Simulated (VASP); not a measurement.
Nb:

```xyz
1
Lattice="-1.5997 1.5997 1.5997 1.5997 -1.5997 1.5997 1.5997 1.5997 -1.5997" Properties=species:S:1:pos:R:3 pbc="T T T"
Nb    0.0000    0.0000    0.0000
```

| Quantity | Value |
| --- | --- |
| Program | VASP 6.6.1 |
| Task | relaxation of cell and atoms |
| Functional | PBEsol |
| Potentials or basis | VASP PAW PBE potentials, release 64 (Nb_sv) |
| Cutoff | 600 eV |
| k mesh | 8 × 8 × 8 |
| Occupations | gaussian, width 0.1 eV |
| Spin | no spin polarisation |

At the start: pressure 15.1 GPa; volume 16.38 Å³/atom.

Where does the relaxation end?

Over 4 steps the energy falls by 52.5 meV/atom and the volume is 17.56 Å³/atom (+7.3 %); space group Im-3m (No. 229, to 0.05 Å).

The path:
```csv
step,energy change (eV),largest force (eV/Å),pressure (GPa),volume (Å³)
1,0.0000,0.0000,15.11,16.38
2,0.1504,0.0000,-20.93,20.32
3,-0.0524,0.0000,-0.60,17.62
4,-0.0525,0.0000,-0.22,17.56
```

Final structure:
```cif
data_structure
_symmetry_space_group_name_H-M 'P 1'
_symmetry_Int_Tables_number 1
_cell_length_a 2.8363
_cell_length_b 2.8363
_cell_length_c 2.8363
_cell_angle_alpha 109.471
_cell_angle_beta 109.471
_cell_angle_gamma 109.471
_cell_volume 17.56
loop_
_atom_site_label
_atom_site_type_symbol
_atom_site_fract_x
_atom_site_fract_y
_atom_site_fract_z
_atom_site_occupancy
Nb1 Nb 0.00000 0.00000 0.00000 1
```

Caveat: the PAW data sets were made with another functional, which shifts forces and pressure a little.
